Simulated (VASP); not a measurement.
# SnGe7 (P1) in VASP: single point with PBEsol

Aim: the single point of SnGe7 with PBEsol.

Everything below comes from runs of VASP 6.6.1. Logs are shortened: lines on timing, memory, paths and dates and some standing lists are left out, and cuts for length are marked.

## Step 1: The cell of the first run

The typed cell holds 64 atoms: a = 11.569 Å, b = 11.569 Å, c = 11.569 Å, α = 90.00°, β = 90.00°, γ = 90.00°.

## Step 2: Single point, PBEsol

INCAR

```
PREC = Accurate
ENCUT = 550
EDIFF = 1E-6
ISMEAR = -1
SIGMA = 0.05
LREAL = Auto
LASPH = T
NELM = 120
ALGO = Normal
ISIF = 2
LWAVE = F
LCHARG = F
GGA = PS
ISYM = -1
NBANDS = 486
GGA_COMPAT = F
KPAR = 1
```

KPOINTS

```
explicit points
1
Reciprocal
  0.25000000   0.25000000   0.25000000 1
```

POSCAR

```
SnGe7
1.0
   11.5688227816      0.0000000000      0.0000000000
    0.0000000000     11.5688227816      0.0000000000
    0.0000000000      0.0000000000     11.5688227816
Ge Sn
56 8
Direct
    0.0064080000      0.9966090000      0.0098320000
    0.0130130000      0.0005480000      0.4979410000
    0.9992900000      0.4980720000      0.0012860000
    0.9896660000      0.4945720000      0.4895630000
    0.4980360000      0.0017260000      0.9978490000
    0.5024700000      0.0004460000      0.5003780000
    0.4999310000      0.5000150000      0.5021520000
    0.1274660000      0.1267870000      0.1251670000
    0.1257890000      0.1219880000      0.6312040000
    0.1251540000      0.6262070000      0.1238480000
    0.6228310000      0.1250510000      0.1240980000
    0.6174940000      0.1282020000      0.6251430000
    0.6376430000      0.6245700000      0.1270290000
    0.6240680000      0.6242690000      0.6244400000
    0.2494870000      0.2473750000      0.9994550000
    0.2502960000      0.7515240000      0.0006650000
    0.2569630000      0.7540130000      0.4939930000
    0.7459400000      0.2548080000      0.0057850000
    0.7427220000      0.2547920000      0.5064190000
    0.7509230000      0.7499090000      0.0002310000
    0.7437620000      0.7424950000      0.4925530000
    0.3687280000      0.3689790000      0.1316280000
    0.3849240000      0.3789720000      0.6336980000
    0.3702470000      0.8806440000      0.1184430000
    0.3769000000      0.8777330000      0.6238730000
    0.8755500000      0.3761560000      0.1243790000
    0.8744290000      0.3764570000      0.6232980000
    0.8762600000      0.8718260000      0.1254900000
    0.2504630000      0.0016200000      0.2463050000
    0.2533850000      0.0011770000      0.7529800000
    0.2462200000      0.5007220000      0.2498800000
    0.2577080000      0.4942670000      0.7568110000
    0.7461990000      0.9953100000      0.2440700000
    0.7334590000      0.0018160000      0.7488610000
    0.7532700000      0.4970590000      0.2508540000
    0.7507350000      0.4990690000      0.7483300000
    0.3815520000      0.1176700000      0.3700580000
    0.3767170000      0.1272780000      0.8747240000
    0.3720880000      0.6187520000      0.3778470000
    0.3704870000      0.6330720000      0.8708480000
    0.8722390000      0.6243360000      0.3712380000
    0.8681480000      0.6173340000      0.8833320000
    0.0044970000      0.2554440000      0.2396190000
    0.0043100000      0.2555590000      0.7454660000
    0.0002900000      0.7490100000      0.2507890000
    0.5004550000      0.2471450000      0.2508200000
    0.5009480000      0.2490130000      0.7518020000
    0.4986900000      0.7510730000      0.7471830000
    0.1177050000      0.3793220000      0.3667350000
    0.1270420000      0.3746390000      0.8770990000
    0.1306980000      0.8750490000      0.3709080000
    0.1347760000      0.8832420000      0.8858370000
    0.6230240000      0.3765050000      0.3757690000
    0.6295910000      0.3700100000      0.8694030000
    0.6283610000      0.8790770000      0.3790680000
    0.6205740000      0.8730100000      0.8764440000
    0.4994360000      0.5001450000      0.9995800000
    0.1295350000      0.6160530000      0.6183170000
    0.2528270000      0.2523330000      0.4988990000
    0.8678980000      0.8785340000      0.6187450000
    0.8765460000      0.1288190000      0.3728280000
    0.8752210000      0.1243380000      0.8769270000
    0.0012790000      0.7507380000      0.7643210000
    0.4995920000      0.7510150000      0.2492260000
```

Potentials or basis: VASP PAW PBE potentials, release 64 (Ge_d, Sn_d).

The run is started by

```
cat potpaw_PBE.64/Ge_d/POTCAR potpaw_PBE.64/Sn_d/POTCAR > POTCAR
mpirun -np 4 vasp_std > vasp.out
```

OUTCAR:

```text
PREC = Accurate
   ENCUT = 550
   EDIFF = 1E-6
   ISMEAR = -1
   LREAL = Auto
   LASPH = T
   NELM = 120
   ISIF = 2
   GGA = PS
   ISYM = -1

 ion  position               nearest neighbor table
   1  0.006  0.997  0.010-  52 2.45   8 2.45  28 2.48  62 2.62
   2  0.013  0.001  0.498-   9 2.46  51 2.47  60 2.60  61 2.61
   3  0.999  0.498  0.001-  26 2.46  42 2.46  50 2.51  10 2.52
   4  0.990  0.495  0.490-  41 2.44  49 2.45  27 2.46  58 2.61
   5  0.498  0.002  0.998-  24 2.47  38 2.47  56 2.49  11 2.50
   6  0.502  0.000  0.500-  12 2.46  55 2.46  37 2.46  25 2.48
[... 56 lines left out ...]
  63  0.001  0.751  0.764-  42 2.58  52 2.59  60 2.72  58 2.74
  64  0.500  0.751  0.249-  55 2.58  13 2.59  39 2.59  24 2.60

IMPORTANT INFORMATION: All symmetrisations will be switched off!
NOSYMM: (Re-)initialisation of all symmetry stuff for point group C_1.

----------------------------------------------------------------------------------------

                                     Primitive cell

  volume of cell :    1548.3442

  direct lattice vectors                    reciprocal lattice vectors
    11.568822782  0.000000000  0.000000000     0.086439218  0.000000000  0.000000000
     0.000000000 11.568822782  0.000000000     0.000000000  0.086439218  0.000000000
     0.000000000  0.000000000 11.568822782     0.000000000  0.000000000  0.086439218

  length of vectors
    11.568822782 11.568822782 11.568822782     0.086439218  0.086439218  0.086439218

  position of ions in fractional coordinates (direct lattice)
     0.006408000  0.996609000  0.009832000
     0.013013000  0.000548000  0.497941000
     0.999290000  0.498072000  0.001286000
     0.989666000  0.494572000  0.489563000
     0.498036000  0.001726000  0.997849000
     0.502470000  0.000446000  0.500378000
[... 56 lines left out ...]
     0.001279000  0.750738000  0.764321000
     0.499592000  0.751015000  0.249226000

  ion indices of the primitive-cell ions
   primitive index   ion index
                 1           1
                 2           2
                 3           3
                 4           4
                 5           5
                 6           6
[... 56 lines left out ...]
                63          63
                64          64

----------------------------------------------------------------------------------------

 KPOINTS: explicit points

Read explicit list of k-points.

 Found      1 k-points:

 Following reciprocal coordinates:
            Coordinates               Weight
  0.250000  0.250000  0.250000      1.000000
   k-points           NKPTS =      1   k-points in BZ     NKDIM =      1   number of bands    NBANDS=    488
   number of dos      NEDOS =    301   number of ions     NIONS =     64
   total plane-waves  NPLWV = 729000
   dimension x,y,z NGX =    90 NGY =   90 NGZ =   90
   dimension x,y,z NGXF=   180 NGYF=  180 NGZF=  180
   ions per type =              56   8
   NGX,Y,Z   is equivalent  to a cutoff of  12.93, 12.93, 12.93 a.u.
   NGXF,Y,Z  is equivalent  to a cutoff of  25.87, 25.87, 25.87 a.u.
 SYSTEM =  unknown system
   PREC   = accura    normal or accurate (medium, high low for compatibility)
   ISTART =      0    job   : 0-new  1-cont  2-samecut
   ICHARG =      2    charge: 1-file 2-atom 10-const
   ISPIN  =      1    spin polarized calculation?
   LNONCOLLINEAR =      F non collinear calculations
   LSORBIT =      F    spin-orbit coupling
   LASPH  =      T    aspherical Exc in radial PAW
   ENCUT  =  550.0 eV  40.42 Ry    6.36 a.u.  22.12 22.12 22.12*2*pi/ulx,y,z
   NELM   =    120;   NELMIN=  2; NELMDL= -5     # of ELM steps
   EDIFF  = 0.1E-05   stopping-criterion for ELM
   LREAL  =      T    real-space projection
   EDIFFG = 0.1E-04   stopping-criterion for IOM
   NSW    =      0    number of steps for IOM
   IBRION =     -1    ionic relax: 0-MD 1-quasi-New 2-CG
   NFREE  =      0    steps in history (QN), initial steepest desc. (CG)
   ISIF   =      2    stress and relaxation
   ISYM   =     -1    0-nonsym 1-usesym 2-fastsym
   POTIM  = 0.5000    time-step for ionic-motion
   TEBEG  =    0.0;   TEEND  =   0.0 temperature during run
   PSTRESS=    0.0 pullay stress
   NELECT =     896.0000    total number of electrons
   NUPDOWN=      -1.0000    fix difference up-down
   EMIN   =  10.00;   EMAX   =-10.00  energy-range for DOS
   EFERMI =   0.00;   METHOD = LEGACY
   ISMEAR =    -1;   SIGMA  =   0.05  broadening in eV -4-tet -1-fermi 0-gaus
   EFERMI_NEDOS =   21; number of points for ismear=-14 and -15
   IALGO  =     38    algorithm
   IMIX   =      4    mixing-type and parameters
     AMIX     =   0.40;   BMIX     =  1.00
     AMIX_MAG =   1.60;   BMIX_MAG =  1.00
  volume/ion in A,a.u.               =      24.19       163.26
  Fermi-wavevector in a.u.,A,eV,Ry     =   1.364232  2.578025 25.322208  1.861130
  Thomas-Fermi vector in A             =   2.490566
   LORBIT       =      0    0 simple, 1 ext, 2 COOP (PROOUT), +10 PAW based schemes
   GGA     = PS    functional components
   LHFCALC =     F    Hartree Fock is set to
   AEXX    =    0.0000 exact exchange contribution
   IVDW    =     0    specifies the selected vdW correction
   LEPSILON=     F    determine dielectric tensor
   LRPA    =     F    only Hartree local field effects (RPA)
 non-spin polarized calculation
  energy-cutoff  :      550.00
  volume of cell :     1548.34
 maximum number of plane-waves:     45365
 NGX is ok and might be reduce to    90
   NGX = 45   NGY = 45   NGZ = 45

 number of electron     896.0000083 magnetization

 Free energy of the ion-electron system (eV)
  ---------------------------------------------------
  ext. energy  EPLUGINS =         0.00000000
  ---------------------------------------------------
  free energy    TOTEN  =      -308.34123400 eV

  energy without entropy =     -308.30098018  energy(sigma->0) =     -308.32110709

 E-fermi :   4.8518     XC(G=0):  -9.9333

 val. band max:        4.6707080426   @ k =   0.2500   0.2500   0.2500
 cond. band min:       5.0038147043   @ k =   0.2500   0.2500   0.2500
 fundamental gap:      0.3331066617
 Fermi energy:         4.8517793774

 k-point     1 :       0.2500    0.2500    0.2500
  band No.  band energies     occupation
      1     -19.9475      2.00000
      2     -19.9428      2.00000
      3     -19.9421      2.00000
      4     -19.9338      2.00000
      5     -19.9321      2.00000
      6     -19.9297      2.00000
[... 452 lines left out ...]
    459       6.2297      0.00000
    460       6.2492      0.00000
 [bands above 460 left out]

------------------------ aborting loop because EDIFF is reached ----------------------------------------

  FORCE on cell =-STRESS in cart. coord.  units (eV):
  Direction    XX          YY          ZZ          XY          YZ          ZX
  --------------------------------------------------------------------------------------
  -------------------------------------------------------------------------------------
  Total       -0.0003043     -0.7078866     -0.2735325     -9.4989011    -10.0432022     -9.8373704
  in kB       -0.0003149     -0.7324986     -0.2830427     -9.8291609    -10.3923864    -10.1793981
  external PRESSURE =      -0.3386187 kB  Pullay stress =       0.0000000 kB

 VOLUME and BASIS-vectors are now :
 -----------------------------------------------------------------------------
  energy-cutoff  :      550.00
  volume of cell :     1548.34
      direct lattice vectors                 reciprocal lattice vectors
    11.568822782  0.000000000  0.000000000     0.086439218  0.000000000  0.000000000
     0.000000000 11.568822782  0.000000000     0.000000000  0.086439218  0.000000000
     0.000000000  0.000000000 11.568822782     0.000000000  0.000000000  0.086439218

 POSITION                                       TOTAL-FORCE (eV/Angst)
 -----------------------------------------------------------------------------------
      0.07413     11.52959      0.11374        -0.005387     -0.003269      0.000382
      0.15055      0.00634      5.76059         0.005188      0.007538      0.003154
     11.56061      5.76211      0.01488         0.003016     -0.000671     -0.007220
     11.44927      5.72162      5.66367        -0.006175      0.003752     -0.001394
      5.76169      0.01997     11.54394         0.002825     -0.000427     -0.009354
      5.81299      0.00516      5.78878        -0.002146     -0.005826     -0.007690
[... 56 lines left out ...]
      0.01480      8.68515      8.84229         0.003994      0.007765      0.005461
      5.77969      8.68836      2.88325         0.001570      0.003708      0.002169
 -----------------------------------------------------------------------------------
    total drift:                                0.001955     -0.001395      0.002454

  FREE ENERGIE OF THE ION-ELECTRON SYSTEM (eV)
  ---------------------------------------------------
  free  energy   TOTEN  =      -308.3412340031 eV

  energy  without entropy=     -308.3009801760  energy(sigma->0) =     -308.32110709
```

Wall time 11 min (4 MPI ranks of Intel Xeon Platinum 8259CL at 2.50GHz (Skylake/Cascade Lake), shared host); peak memory 0.66 GiB.

Results:

```
Free energy   : -308.3412 eV
Pressure      : 0.0 GPa
Largest force : 0.017 eV/Å
```

Forces in eV/Å, atoms in the order of the input:
```
Ge  -0.005 -0.003  0.000
Ge   0.005  0.008  0.003
Ge   0.003 -0.001 -0.007
Ge  -0.006  0.004 -0.001
Ge   0.003  0.000 -0.009
Ge  -0.002 -0.006 -0.008
Ge  -0.002 -0.001 -0.002
Ge  -0.001  0.001  0.003
Ge  -0.002 -0.003  0.010
Ge   0.006  0.007  0.003
Ge   0.002  0.002  0.007
Ge   0.002 -0.002 -0.002
Ge   0.003 -0.009  0.000
Ge   0.004  0.007  0.009
Ge   0.001 -0.001 -0.008
Ge  -0.001 -0.007 -0.001
Ge   0.003  0.011 -0.003
Ge  -0.004  0.004 -0.001
Ge  -0.002  0.000 -0.002
Ge   0.001  0.006 -0.007
Ge  -0.004 -0.004  0.000
Ge   0.003  0.000  0.008
Ge  -0.001 -0.001 -0.004
Ge   0.001 -0.001  0.000
Ge   0.001  0.002  0.008
Ge  -0.004  0.002 -0.001
Ge   0.006  0.000  0.008
Ge   0.007  0.005  0.005
Ge  -0.001 -0.003  0.001
Ge   0.000 -0.005 -0.008
Ge  -0.006 -0.003 -0.006
Ge  -0.001  0.004 -0.002
Ge  -0.003 -0.004 -0.009
Ge   0.003  0.004  0.004
Ge  -0.005  0.000 -0.002
Ge  -0.007 -0.001 -0.002
Ge   0.004 -0.006  0.006
Ge  -0.003  0.002  0.010
Ge   0.000 -0.008  0.004
Ge   0.003  0.005 -0.001
Ge   0.006  0.008  0.002
Ge  -0.006 -0.013  0.004
Ge   0.008  0.002  0.002
Ge  -0.003  0.002 -0.009
Ge  -0.013 -0.008 -0.007
Ge  -0.005  0.002 -0.013
Ge  -0.001  0.003  0.005
Ge  -0.001 -0.006 -0.011
Ge   0.005 -0.003  0.002
Ge   0.001  0.000  0.006
Ge   0.001  0.000  0.002
Ge  -0.002  0.002 -0.001
Ge   0.004  0.004  0.005
Ge   0.003 -0.002  0.003
Ge   0.006  0.004  0.003
Ge   0.003 -0.001  0.008
Sn  -0.006  0.002 -0.002
Sn   0.005 -0.005  0.000
Sn   0.001  0.003 -0.005
Sn  -0.007 -0.004  0.001
Sn  -0.003 -0.004  0.000
Sn  -0.001 -0.003 -0.004
Sn   0.004  0.008  0.005
Sn   0.002  0.004  0.002
```

Stress tensor (GPa, compression positive):
```
 0.00 -0.98 -1.02
-0.98 -0.07 -1.04
-1.02 -1.04 -0.03
```

Caveat: the PAW data sets were made with another functional, which shifts forces and pressure a little; spin-orbit coupling is left out, which moves the levels of the heavy elements.
